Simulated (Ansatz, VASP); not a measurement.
## Mg2Si3N in VASP and in Ansatz

INCAR

```
SYSTEM = Mg2Si3N
PREC = Accurate
ENCUT = 600
EDIFF = 1E-6
ISMEAR = 0
SIGMA = 0.1
LREAL = .FALSE.
LASPH = .TRUE.
NELM = 60
ALGO = Normal
ISIF = 3
LWAVE = .FALSE.
LCHARG = .FALSE.
GGA = PE
IBRION = 2
NSW = 100
EDIFFG = -0.01
```

File KPOINTS:

```
regular mesh
0
G
  8 8 10
  0 0 0
```

File POSCAR:

```
Mg2Si3N
1.0
    3.2746602197     -4.6163461122      0.0000000000
    3.2746602197      4.6163461122      0.0000000000
    0.0000000000      0.0000000000      3.6986208727
Mg Si N
2 3 1
Direct
    0.0000000000      0.5000000000      0.5000000000
    0.5000000000      0.0000000000      0.5000000000
    0.7430780059      0.7430780059      0.0000000000
    0.2569219941      0.2569219941      0.0000000000
    0.5000000000      0.5000000000      0.5000000000
    0.0000000000      0.0000000000      0.0000000000
```

Input for Ansatz:

```yaml
crystal:
  lattice:
    - [3.2746602197, -4.6163461122, 0.0]
    - [3.2746602197, 4.6163461122, 0.0]
    - [0.0, 0.0, 3.6986208727]
  atoms:
    - { symbol: Mg, position: [0.0, 0.5, 0.5] }
    - { symbol: Mg, position: [0.5, 0.0, 0.5] }
    - { symbol: Si, position: [0.7430780059, 0.7430780059, 0.0] }
    - { symbol: Si, position: [0.2569219941, 0.2569219941, 0.0] }
    - { symbol: Si, position: [0.5, 0.5, 0.5] }
    - { symbol: "N", position: [0.0, 0.0, 0.0] }
basis:
  ecutwfc: 420
kpoints:
  mp_grid: { grid: [8, 8, 10] }
hamiltonian:
  xc: pbe
scf:
  occupations: { method: gaussian, width: 0.1 }
output:
  forces: true
  stress: true
  eigenvalues: true
  write_density: true
  write_potential: true
  elf: true
  volumetric_format: npy
relax:
  adjacent_minimum: "off"
  f_tol: 0.01
  max_steps: 80
  cell: { stress_tol: 0.05 }
```

Change from the starting cell: species swapped into the LaAl2Ag3 type (Cmmm, No. 65).

Alike in both runs: task relaxation of cell and atoms; functional PBE; k mesh 8 × 8 × 10; occupations gaussian, width 0.1 eV; no spin polarisation.

```csv
,VASP,Ansatz
version,VASP 6.6.1,Ansatz 0.2.0
potentials or method,"VASP PAW PBE potentials, release 64 (Mg, Si, N), cutoff 600 eV","scalar-relativistic, plane waves, PAW"
valence electrons in the cell,21,37
```

```csv
,VASP,Ansatz,Ansatz less VASP
"gap on the k mesh at the Fermi level, each at its own relaxed structure (eV)",none,none,-
relaxed volume (Å³/atom),18.45,18.51,+0.064
relaxed length of the cell vector where the two differ most in proportion (Å),5.656,5.667,+0.0112
```

A gap of «none» marks a metal or a gap that the smearing closes. VASP's potentials hold 21 valence electrons a cell and Ansatz's 37, so a difference there can come from the potentials and not from the codes.
